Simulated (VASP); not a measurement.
# Al (Fm-3m) in VASP: further runs

Runs on Al. Level: PBE. Tasks: single point, relaxation of cell and atoms.

All numbers are computed with VASP 6.6.1; they aren't measurements. Logs are shortened: lines on timing, memory, paths and dates and some standing lists are left out, and cuts for length are marked.

## Step 1: The cell of the first run

It takes space group Fm-3m (No. 225, cubic). The conventional cell has a = 4.043 Å, b = 4.043 Å, c = 4.043 Å, α = 90.00°, β = 90.00°, γ = 90.00°. Within 3.8 Å of Al (site symmetry m-3m) lie 12 Al at 2.86 Å.

## Step 2: Single point, PBE

INCAR

```
SYSTEM = Al
PREC = Accurate
ENCUT = 520
EDIFF = 1E-6
ISMEAR = -1
SIGMA = 0.15
LREAL = .FALSE.
LASPH = .TRUE.
NELM = 60
ALGO = Fast
ISIF = 2
LWAVE = .FALSE.
LCHARG = .FALSE.
GGA = PE
NBANDS = 8
```

KPOINTS

```
regular mesh
0
G
  18 18 18
  0 0 0
```

POSCAR

```
Al
1.0
    0.0000000000      2.0212850820      2.0212850820
    2.0212850820      0.0000000000      2.0212850820
    2.0212850820      2.0212850820      0.0000000000
Al
1
Direct
    0.0000000000      0.0000000000      0.0000000000
```

Potentials or basis: VASP PAW PBE potentials, release 64 (Al).

Started as:

```sh
$ cat potpaw_PBE.64/Al/POTCAR > POTCAR
$ mpirun -np 1 vasp_std > vasp.out
```

OUTCAR:

```text
SYSTEM = Al
   PREC = Accurate
   ENCUT = 520
   EDIFF = 1E-6
   ISMEAR = -1
   LREAL = .FALSE.
   LASPH = .TRUE.
   NELM = 60
   ISIF = 2
   GGA = PE

 ion  position               nearest neighbor table
   1  0.000  0.000  0.000-

  LATTYP: Found a face centered cubic cell.
 ALAT       =     4.0425701640

  Lattice vectors:

 A1 = (   0.0000000000,   2.0212850820,   2.0212850820)
 A2 = (   2.0212850820,   0.0000000000,   2.0212850820)
 A3 = (   2.0212850820,   2.0212850820,   0.0000000000)

Analysis of symmetry for initial positions (statically):
=====================================================================
 Subroutine PRICEL returns:
 Original cell was already a primitive cell.

 Routine SETGRP: Setting up the symmetry group for a
 face centered cubic supercell.

 Subroutine GETGRP returns: Found 48 space group operations
 (whereof 48 operations were pure point group operations)
 out of a pool of 48 trial point group operations.

The static configuration has the point symmetry O_h .

Analysis of symmetry for dynamics (positions and initial velocities):
=====================================================================
 Subroutine PRICEL returns:
 Original cell was already a primitive cell.

 Routine SETGRP: Setting up the symmetry group for a
 face centered cubic supercell.

 Subroutine GETGRP returns: Found 48 space group operations
 (whereof 48 operations were pure point group operations)
 out of a pool of 48 trial point group operations.

The dynamic configuration has the point symmetry O_h .

 Subroutine INISYM returns: Found 48 space group operations
 (whereof 48 operations are pure point group operations),
 and found     1 'primitive' translations

----------------------------------------------------------------------------------------

                                     Primitive cell

  volume of cell :      16.5163

  direct lattice vectors                    reciprocal lattice vectors
     0.000000000  2.021285082  2.021285082    -0.247367382  0.247367382  0.247367382
     2.021285082  0.000000000  2.021285082     0.247367382 -0.247367382  0.247367382
     2.021285082  2.021285082  0.000000000     0.247367382  0.247367382 -0.247367382

  length of vectors
     2.858528776  2.858528776  2.858528776     0.428452875  0.428452875  0.428452875

  position of ions in fractional coordinates (direct lattice)
     0.000000000  0.000000000  0.000000000

  ion indices of the primitive-cell ions
   primitive index   ion index
                 1           1

----------------------------------------------------------------------------------------

 KPOINTS: regular mesh

Automatic generation of k-mesh.
 Grid dimensions read from file:
 generate k-points for:   18   18   18

 Generating k-lattice:

  Cartesian coordinates                     Fractional coordinates (reciprocal lattice)
    -0.013742632  0.013742632  0.013742632     0.055555556  0.000000000  0.000000000
     0.013742632 -0.013742632  0.013742632     0.000000000  0.055555556  0.000000000
     0.013742632  0.013742632 -0.013742632     0.000000000  0.000000000  0.055555556

  Length of vectors
     0.023802937  0.023802937  0.023802937

  Shift w.r.t. Gamma in fractional coordinates (k-lattice)
     0.000000000  0.000000000  0.000000000

 Subroutine IBZKPT returns following result:
 ===========================================

 Found    195 irreducible k-points:

 Following reciprocal coordinates:
            Coordinates               Weight
  0.000000  0.000000  0.000000      1.000000
  0.055556  0.000000  0.000000      8.000000
  0.111111  0.000000  0.000000      8.000000
  0.166667  0.000000  0.000000      8.000000
  0.222222  0.000000  0.000000      8.000000
  0.277778  0.000000  0.000000      8.000000
[... 16 lines left out ...]
 -0.277778  0.055556  0.000000     24.000000
 -0.222222  0.055556  0.000000     24.000000
 [... further k-points ...]
   k-points           NKPTS =    195   k-points in BZ     NKDIM =    195   number of bands    NBANDS=      8
   number of dos      NEDOS =    301   number of ions     NIONS =      1
   total plane-waves  NPLWV =  13824
   dimension x,y,z NGX =    24 NGY =   24 NGZ =   24
   dimension x,y,z NGXF=    48 NGYF=   48 NGZF=   48
   ions per type =               1
   NGX,Y,Z   is equivalent  to a cutoff of  13.96, 13.96, 13.96 a.u.
   NGXF,Y,Z  is equivalent  to a cutoff of  27.92, 27.92, 27.92 a.u.
 SYSTEM =  Al
   PREC   = accura    normal or accurate (medium, high low for compatibility)
   ISTART =      0    job   : 0-new  1-cont  2-samecut
   ICHARG =      2    charge: 1-file 2-atom 10-const
   ISPIN  =      1    spin polarized calculation?
   LNONCOLLINEAR =      F non collinear calculations
   LSORBIT =      F    spin-orbit coupling
   LASPH  =      T    aspherical Exc in radial PAW
   ENCUT  =  520.0 eV  38.22 Ry    6.18 a.u.   5.31  5.31  5.31*2*pi/ulx,y,z
   NELM   =     60;   NELMIN=  2; NELMDL= -5     # of ELM steps
   EDIFF  = 0.1E-05   stopping-criterion for ELM
   LREAL  =      F    real-space projection
   EDIFFG = 0.1E-04   stopping-criterion for IOM
   NSW    =      0    number of steps for IOM
   IBRION =     -1    ionic relax: 0-MD 1-quasi-New 2-CG
   NFREE  =      0    steps in history (QN), initial steepest desc. (CG)
   ISIF   =      2    stress and relaxation
   ISYM   =      2    0-nonsym 1-usesym 2-fastsym
   POTIM  = 0.5000    time-step for ionic-motion
   TEBEG  =    0.0;   TEEND  =   0.0 temperature during run
   PSTRESS=    0.0 pullay stress
   NELECT =       3.0000    total number of electrons
   NUPDOWN=      -1.0000    fix difference up-down
   EMIN   =  10.00;   EMAX   =-10.00  energy-range for DOS
   EFERMI =   0.00;   METHOD = LEGACY
   ISMEAR =    -1;   SIGMA  =   0.15  broadening in eV -4-tet -1-fermi 0-gaus
   EFERMI_NEDOS =   21; number of points for ismear=-14 and -15
   IALGO  =     68    algorithm
   IMIX   =      4    mixing-type and parameters
     AMIX     =   0.40;   BMIX     =  1.00
     AMIX_MAG =   1.60;   BMIX_MAG =  1.00
  volume/ion in A,a.u.               =      16.52       111.46
  Fermi-wavevector in a.u.,A,eV,Ry     =   0.927138  1.752037 11.695360  0.859585
  Thomas-Fermi vector in A             =   2.053175
   LORBIT       =      0    0 simple, 1 ext, 2 COOP (PROOUT), +10 PAW based schemes
   GGA     = PE    functional components
   LHFCALC =     F    Hartree Fock is set to
   AEXX    =    0.0000 exact exchange contribution
   IVDW    =     0    specifies the selected vdW correction
   LEPSILON=     F    determine dielectric tensor
   LRPA    =     F    only Hartree local field effects (RPA)
 non-spin polarized calculation
 RMM-DIIS sequential band-by-band and
  energy-cutoff  :      520.00
  volume of cell :       16.52
 maximum number of plane-waves:       459
 NGX is ok and might be reduce to    24
   NGX = 11   NGY = 11   NGZ = 11

 number of electron       3.0000000 magnetization

 Free energy of the ion-electron system (eV)
  ---------------------------------------------------
  ext. energy  EPLUGINS =         0.00000000
  ---------------------------------------------------
  free energy    TOTEN  =        -3.75988922 eV

  energy without entropy =       -3.72856379  energy(sigma->0) =       -3.74422650

 E-fermi :   7.9795     XC(G=0): -10.1930

 val. band max:        7.9750901268   @ k =  -0.2778   0.2778   0.0556
 cond. band min:       7.9828571534   @ k =  -0.2778   0.5000   0.2222
 fundamental gap:      0.0077670266
 Fermi energy:         7.9794805388

 k-point     1 :       0.0000    0.0000    0.0000
  band No.  band energies     occupation
      1      -3.1377      2.00000
      2      20.6036      0.00000
      3      20.6036      0.00000
      4      20.6036      0.00000
      5      22.0881      0.00000
      6      22.0881      0.00000
      7      22.0881      0.00000
      8      24.4486      0.00000

 k-point     2 :       0.0556    0.0000    0.0000
  band No.  band energies     occupation
      1      -3.0539      2.00000
      2      19.0852      0.00000
      3      20.2906      0.00000
      4      20.2906      0.00000
      5      22.5317      0.00000
      6      22.5317      0.00000
      7      22.6649      0.00000
      8      25.3306      0.00000

 k-point     3 :       0.1111    0.0000    0.0000
  band No.  band energies     occupation
      1      -2.8026      2.00000
      2      16.8637      0.00000
      3      19.7783      0.00000
      4      19.7783      0.00000
      5      22.7290      0.00000
      6      23.4051      0.00000
      7      23.4051      0.00000
      8      25.8980      0.00000

 k-point     4 :       0.1667    0.0000    0.0000
  band No.  band energies     occupation
      1      -2.3848      2.00000
      2      14.6279      0.00000
      3      19.3326      0.00000
      4      19.3326      0.00000
      5      22.5673      0.00000
      6      24.0087      0.00000
      7      24.0087      0.00000
      8      25.2539      0.00000

 k-point     5 :       0.2222    0.0000    0.0000
  band No.  band energies     occupation
      1      -1.8019      2.00000
      2      12.4681      0.00000
      3      19.0052      0.00000
      4      19.0052      0.00000
      5      22.3972      0.00000
      6      23.2391      0.00000
      7      23.2391      0.00000
      8      26.1891      0.00000

 k-point     6 :       0.2778    0.0000    0.0000
  band No.  band energies     occupation
      1      -1.0560      2.00000
      2      10.4154      0.00000
      3      18.8100      0.00000
      4      18.8100      0.00000
      5      22.2479      0.00000
      6      22.2479      0.00000
      7      22.2987      0.00000
      8      26.2459      0.00000

 k-point     7 :       0.3333    0.0000    0.0000
  band No.  band energies     occupation
      1      -0.1495      2.00000
      2       8.4852      0.06642
      3      18.7517      0.00000
      4      18.7517      0.00000
      5      21.3440      0.00000
      6      21.3440      0.00000
      7      22.3116      0.00000
      8      25.3126      0.00000

 k-point     8 :       0.3889    0.0000    0.0000
  band No.  band energies     occupation
      1       0.9145      2.00000
      2       6.6869      1.99964
      3      18.8327      0.00000
      4      18.8327      0.00000
      5      20.5651      0.00000
      6      20.5651      0.00000
      7      22.4569      0.00000
      8      24.4789      0.00000

 k-point     9 :       0.4444    0.0000    0.0000
  band No.  band energies     occupation
      1       2.1319      2.00000
      2       5.0279      2.00000
      3      19.0540      0.00000
      4      19.0540      0.00000
      5      19.9223      0.00000
      6      19.9223      0.00000
      7      22.7436      0.00000
      8      23.7679      0.00000

 k-point    10 :       0.5000    0.0000    0.0000
  band No.  band energies     occupation
      1       3.4009      2.00000
      2       3.6115      2.00000
      3      19.3893      0.00000
      4      19.3893      0.00000
      5      19.4461      0.00000
      6      19.4461      0.00000
      7      23.1105      0.00000
      8      23.2578      0.00000
[... 78 lines left out ...]
 k-point    18 :       0.4444    0.0556    0.0000
  band No.  band energies     occupation
      1       1.7813      2.00000
      2       5.6345      2.00000
      3      17.8727      0.00000
      4      18.4667      0.00000
      5      19.2826      0.00000
      6      21.3386      0.00000
      7      23.5780      0.00000
      8      24.5870      0.00000

 k-point    19 :       0.5000    0.0556    0.0000
  band No.  band energies     occupation
      1       3.0922      2.00000
      2       4.0785      2.00000
      3      17.9060      0.00000
      4      18.1878      0.00000
      5      19.6120      0.00000
      6      20.7919      0.00000
      7      23.8913      0.00000
      8      24.0365      0.00000

 k-point    20 :      -0.4444    0.0556    0.0000
  band No.  band energies     occupation
      1       2.6415      2.00000
      2       4.5781      2.00000
      3      17.4888      0.00000
      4      18.6447      0.00000
      5      20.0847      0.00000
      6      20.3843      0.00000
      7      23.4941      0.00000
      8      24.4697      0.00000

 k-point    21 :      -0.3889    0.0556    0.0000
  band No.  band energies     occupation
      1       1.3757      2.00000
      2       6.1869      1.99999
      3      17.2164      0.00000
      4      19.2404      0.00000
      5      20.1193      0.00000
      6      20.6977      0.00000
      7      23.1645      0.00000
      8      25.1072      0.00000

 k-point    22 :      -0.3333    0.0556    0.0000
  band No.  band energies     occupation
      1       0.2606      2.00000
      2       7.9375      1.13905
      3      17.0891      0.00000
      4      19.8930      0.00000
      5      20.0765      0.00000
      6      21.4452      0.00000
      7      22.9747      0.00000
      8      25.8564      0.00000

 k-point    23 :      -0.2778    0.0556    0.0000
  band No.  band energies     occupation
      1      -0.6982      2.00000
      2       9.8213      0.00001
      3      17.1065      0.00000
      4      19.9752      0.00000
      5      20.8758      0.00000
      6      22.3092      0.00000
      7      22.9269      0.00000
      8      26.6464      0.00000

 k-point    24 :      -0.2222    0.0556    0.0000
  band No.  band energies     occupation
      1      -1.4976      2.00000
      2      11.8285      0.00000
      3      17.2684      0.00000
      4      20.1182      0.00000
      5      21.8629      0.00000
      6      22.9127      0.00000
      7      23.3595      0.00000
      8      25.5610      0.00000

 [... further k-points ...]

------------------------ aborting loop because EDIFF is reached ----------------------------------------

  FORCE on cell =-STRESS in cart. coord.  units (eV):
  Direction    XX          YY          ZZ          XY          YZ          ZX
  --------------------------------------------------------------------------------------
  -------------------------------------------------------------------------------------
  Total       -0.0067526     -0.0067526     -0.0067526      0.0000000      0.0000000      0.0000000
  in kB       -0.6550452     -0.6550452     -0.6550452      0.0000000      0.0000000      0.0000000
  external PRESSURE =      -0.6550452 kB  Pullay stress =       0.0000000 kB

 VOLUME and BASIS-vectors are now :
 -----------------------------------------------------------------------------
  energy-cutoff  :      520.00
  volume of cell :       16.52
      direct lattice vectors                 reciprocal lattice vectors
     0.000000000  2.021285082  2.021285082    -0.247367382  0.247367382  0.247367382
     2.021285082  0.000000000  2.021285082     0.247367382 -0.247367382  0.247367382
     2.021285082  2.021285082  0.000000000     0.247367382  0.247367382 -0.247367382

 POSITION                                       TOTAL-FORCE (eV/Angst)
 -----------------------------------------------------------------------------------
      0.00000      0.00000      0.00000        -0.000000      0.000000      0.000000
 -----------------------------------------------------------------------------------
    total drift:                               -0.000000      0.000000      0.000000

  FREE ENERGIE OF THE ION-ELECTRON SYSTEM (eV)
  ---------------------------------------------------
  free  energy   TOTEN  =        -3.7598892162 eV

  energy  without entropy=       -3.7285637904  energy(sigma->0) =       -3.74422650
```

Wall time 6.9 s (1 thread of Intel Xeon 6975P-C (Granite Rapids), shared host); peak memory 0.14 GiB.

What came out:

- Free energy: -3.7599 eV
- Pressure: -0.1 GPa

## Step 3: Relaxation of cell and atoms, PBE

INCAR

```
PREC = Accurate ; ENCUT = 600
EDIFF = 1E-7 ; ISMEAR = -1
SIGMA = 0.15 ; LREAL = F
LASPH = T ; NELM = 80
ALGO = Normal ; ISIF = 3
LWAVE = F ; LCHARG = F
GGA = PE ; IBRION = 2
NSW = 80 ; EDIFFG = -0.001
```

KPOINTS

```
regular mesh
0
Gamma
  18 18 18
```

POSCAR

```
Al
1.0
    0.0000000000      2.0208639496      2.0208639496
    2.0208639496      0.0000000000      2.0208639496
    2.0208639496      2.0208639496      0.0000000000
Al
1
Direct
    0.0000000000      0.0000000000      0.0000000000
```

Potentials or basis: VASP PAW PBE potentials, release 64 (Al).

Started as:

```sh
$ cat potpaw_PBE.64/Al/POTCAR > POTCAR
$ mpirun -np 1 vasp_std > vasp.out
```

Run time: 5.4 s. Hardware: 1 thread of Intel Xeon 6975P-C (Granite Rapids), shared host; peak memory 0.14 GiB.

It converged, with:

```yaml
Free_energy: -3.7600 eV
Relaxed_volume: 16.50 Å³/atom
Relaxed_cell: a = 2.858 Å, b = 2.858 Å, c = 2.858 Å, α = 60.00°, β = 60.00°, γ = 60.00°
Space_group_after_relaxing_to_0.05_Å: Fm-3m (No. 225)
Energy_gained_by_relaxing: 0.0 meV/atom
Ionic_steps: 2
Pressure_after_relaxing: 0.0 GPa
```

Final structure:
```xyz
1
Lattice="0.0000 2.0207 2.0207 2.0207 0.0000 2.0207 2.0207 2.0207 0.0000" Properties=species:S:1:pos:R:3 pbc="T T T"
Al    0.0000    0.0000    0.0000
```

Levels at points of the mesh, in eV from the Fermi level:
| k point | band 1 | band 2 | band 3 | band 4 | band 5 |
| --- | --- | --- | --- | --- | --- |
| (0.00, 0.00, 0.00) | -11.12 | 12.63 | 12.63 | 12.63 | 14.12 |
| (0.50, 0.00, 0.00) | -4.58 | -4.37 | 11.42 | 11.42 | 11.47 |
| (0.50, 0.50, 0.00) | -2.91 | -1.59 | 5.27 | 5.60 | 5.60 |
